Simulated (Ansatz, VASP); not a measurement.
## Two plane-wave programs on ZrTiSe4

```
Se Ti Zr
1.0
     4.59097    0.24640   -1.08712
    -0.16692    4.99075   -0.51766
     0.26419   -0.30378    6.05559
Se Ti Zr
4 1 1
Direct
  0.12465 0.94847 0.60860
  0.67958 0.71978 0.32483
  0.05656 0.45993 0.63089
  0.91813 0.78728 0.97701
  0.62177 0.25892 0.81377
  0.21505 0.30733 0.18424
```

Alike in both runs: task single point; functional PBE; k mesh 4 × 4 × 3; occupations fermi-dirac, width 0.1 eV; no spin polarisation.

|  | VASP | Ansatz |
| --- | --- | --- |
| version | VASP 6.6.1 | Ansatz 0.2.0 |
| potentials or method | VASP PAW PBE potentials, release 64 (Se, Ti_sv, Zr_sv), cutoff 520 eV | PAW, plane waves, scalar-relativistic |
| valence electrons in the cell | 48 | 88 |

```tsv
	VASP	Ansatz	Ansatz less VASP
rms of the force components (eV/Å)	1.379	1.377	-0.0017
```

VASP's potentials hold 48 valence electrons a cell and Ansatz's 88, so a difference there can come from the potentials and not from the codes.
